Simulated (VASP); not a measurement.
Set up this calculation in VASP 6.6.1, as the native input.

```yaml
Task: relaxation of cell and atoms
Functional: PBEsol
Potentials_or_basis: VASP PAW PBE potentials, release 64 (Lu)
Cutoff: 600 eV
k_mesh: 10 × 10 × 6
Occupations: fermi-dirac, width 0.05 eV
Spin: no spin polarisation
Dipole_correction: no
Further_INCAR_settings: ALGO = Normal; EDIFF = 1e-07; IBRION = 2; EDIFFG = -0.002; NSW = 100; ISIF = 3
```

The structure of Lu lies in POSCAR:

```
Lu
1.0
    3.5031000000      0.0000000000      0.0000000000
   -1.7515500000      3.0337735920      0.0000000000
    0.0000000000      0.0000000000      5.5509000000
Lu
2
Direct
    0.3333333333      0.6666666667      0.2500000000
    0.6666666667      0.3333333333      0.7500000000
```

The input as run:

INCAR

```
SYSTEM = Lu
PREC     = Accurate       ! precision mode
ENCUT    = 600            ! plane-wave cutoff, eV
EDIFF    = 1E-7           ! SCF threshold, eV
ISMEAR   = -1             ! smearing method
SIGMA    = 0.05           ! smearing width, eV
LREAL    = .FALSE.        ! projectors in reciprocal space
LASPH    = .TRUE.         ! aspherical terms in the spheres
NELM     = 80             ! most SCF steps
ALGO     = Normal         ! electronic algorithm
ISIF     = 3              ! what is computed and relaxed
LWAVE    = .FALSE.        ! write WAVECAR
LCHARG   = .FALSE.        ! write CHGCAR
GGA      = PS             ! functional
IBRION   = 2              ! ionic algorithm
NSW      = 100            ! ionic steps
EDIFFG   = -0.002         ! ionic threshold
```

KPOINTS

```
regular mesh
0
G
  10 10 6
  0 0 0
```

Potentials or basis: VASP PAW PBE potentials, release 64 (Lu).

Launch:

```sh
$ cat potpaw_PBE.64/Lu/POTCAR > POTCAR
$ mpirun -np 1 vasp_std > vasp.out
```

It gave:

```
Relaxed volume                        : 27.55 Å³/atom
Relaxed cell                          : a = 3.450 Å, b = 3.450 Å, c = 5.347 Å, α = 90.00°, β = 90.00°, γ = 120.00°
Space group after relaxing (to 0.1 Å) : P6_3/mmc (No. 194)
Energy gained by relaxing             : 21.3 meV/atom
Ionic steps                           : 11
Pressure after relaxing               : 0.0 GPa
Band gap on the k mesh                : zero (bands 25 and 26 overlap by 1.91 eV)
```

Caveat: the PAW data sets were made with another functional, which shifts forces and pressure a little; spin-orbit coupling is left out, which moves the levels of the heavy elements.

Wall time 18 min on 1 thread of Intel(R) Xeon(R) Platinum 8375C CPU @ 2.90GHz (Ice Lake), on a shared host, peak memory 0.28 GiB.
